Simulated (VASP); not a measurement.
Input of a VASP 6.6.1 run:

File INCAR:

```
ALGO = Normal ; EDIFF = 1E-8
ENCUT = 520 ; GGA = PS
ISIF = 2 ; ISMEAR = -1
LASPH = T ; LCHARG = F
LEFG = T ; LREAL = F
LWAVE = F ; NBANDS = 16
NELM = 80 ; PREC = Accurate
SIGMA = 0.15
```

KPOINTS

```
k-points
0
Gamma
  15 15 14
```

POSCAR

```
TiB2
1.0
    3.0179700781      0.0000000000      0.0000000000
   -1.5089850391      2.6136387555      0.0000000000
    0.0000000000      0.0000000000      3.1849954425
Ti B
1 2
Direct
    0.0000000000      0.0000000000      0.0000000000
    0.3333333333      0.6666666667      0.5000000000
    0.6666666667      0.3333333333      0.5000000000
```

Potentials or basis: VASP PAW PBE potentials, release 64 (Ti_sv, B).

Command:

```console
$ cat potpaw_PBE.64/Ti_sv/POTCAR potpaw_PBE.64/B/POTCAR > POTCAR
$ mpirun -np 1 vasp_std > vasp.out
```

Q: Estimate the pressure.

A: 0.4 GPa.

Q: What does it give for the band gap on the k mesh?

A: Zero (band 9 reaches 10.51 eV, above the bottom of band 10 at 9.88 eV).

Electric field gradients, principal values (V/Å²):
```csv
atom,least,middle,greatest (by size)
1 Ti,-8.657,-8.660,17.317
2 B,-2.125,-2.125,4.251
3 B,-2.125,-2.125,4.251
```

Caveat: without QUAD_EFG the Cq values of the log hold for a quadrupole moment of 1 mb, not for the nuclei; the PAW data sets were made with another functional, which shifts forces and pressure a little.
